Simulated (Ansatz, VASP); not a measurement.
## Two plane-wave programs on MoS2

```
Mo S
1.0
     3.16100    0.00000    0.00000
    -1.58050    2.73751    0.00000
     0.00000    0.00000   12.29500
Mo S
2 4
Direct
  0.33333 0.66667 0.25000
  0.66667 0.33333 0.75000
  0.33333 0.66667 0.62750
  0.66667 0.33333 0.12750
  0.33333 0.66667 0.87250
  0.66667 0.33333 0.37250
```

Alike in both runs: task single point; functional LDA; k mesh 7 × 7 × 2; occupations gaussian, width 0.05 eV; collinear spin; Hubbard terms Mo d U = 4.0 eV.

|  | VASP | Ansatz |
| --- | --- | --- |
| version | VASP 6.6.1 | Ansatz 0.2.0 |
| potentials or method | VASP PAW LDA potentials, release 64 (Mo_sv, S), cutoff 520 eV | scalar-relativistic, plane waves, PAW |
| valence electrons in the cell | 52 | 52 |

|  | VASP | Ansatz | Ansatz less VASP |
| --- | --- | --- | --- |
| gap on the k mesh at the Fermi level (eV) | 0.95 | 0.89 | -0.058 |
| least direct gap on the mesh (eV) | 2.01 | 1.95 | -0.051 |
| pressure (GPa) | 3.6 | 1.0 | -2.63 |
| traceless stress, the component that is largest in VASP (GPa) | 4.66 | 4.49 | -0.168 |
| rms of the force components (eV/Å) | 0.489 | 0.345 | -0.1441 |
| net moment per atom (μB) | 0.00 | 0.00 | 0.000 |

LDA's correlation is that of Perdew and Zunger in VASP and of Perdew and Wang (1992) in Ansatz. The programs project onto different local orbitals, so the same U acts differently, and such runs can settle in different states. Atom by atom the forces differ by 0.144 eV/Å (rms over components). Ansatz's warnings: seeded moment not kept.
